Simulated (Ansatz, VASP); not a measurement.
## MnB6 in VASP and in Ansatz

```
Mn B
1.0
     0.00062    0.01722    3.60221
     2.44345   -2.95484   -0.01477
     2.44336    2.95510    0.01292
Mn B
1 6
Cartesian
  0.0000 0.0000 0.0000
  1.5044 -1.3540 0.8825
  1.5047 1.3713 2.7187
  0.9396 -1.5837 2.7049
  0.9393 1.6010 0.8964
  3.8414 0.0088 1.7996
  1.0460 0.0087 1.8008
```

Change from the starting cell: cell x1, atoms moved at random (sigma 0.15 Å) and cell strained at random (1.5 %), then relaxed without symmetry.

Alike in both runs: functional PBE; k mesh 6 × 6 × 6; occupations gaussian, width 0.2 eV; no spin polarisation.

Ansatz relaxed the structure, and its values are those at the end. VASP's run is a single point on that final structure, the one shown.

|  | VASP | Ansatz |
| --- | --- | --- |
| version | VASP 6.6.1 | Ansatz 0.2.0 |
| potentials or method | VASP PAW PBE potentials, release 64 (Mn_pv, B), cutoff 520 eV | scalar-relativistic, plane waves, PAW |
| valence electrons in the cell | 31 | 33 |

|  | VASP | Ansatz | Ansatz less VASP |
| --- | --- | --- | --- |
| gap on the k mesh at the Fermi level (eV) | none | none | - |
| pressure (GPa) | 0.0 | 0.0 | -0.03 |

A gap of «none» marks a metal or a gap that the smearing closes. The functional is the same, so the differences come from potentials, cutoffs and numerics. VASP's potentials hold 31 valence electrons a cell and Ansatz's 33, so a difference there can come from the potentials and not from the codes.
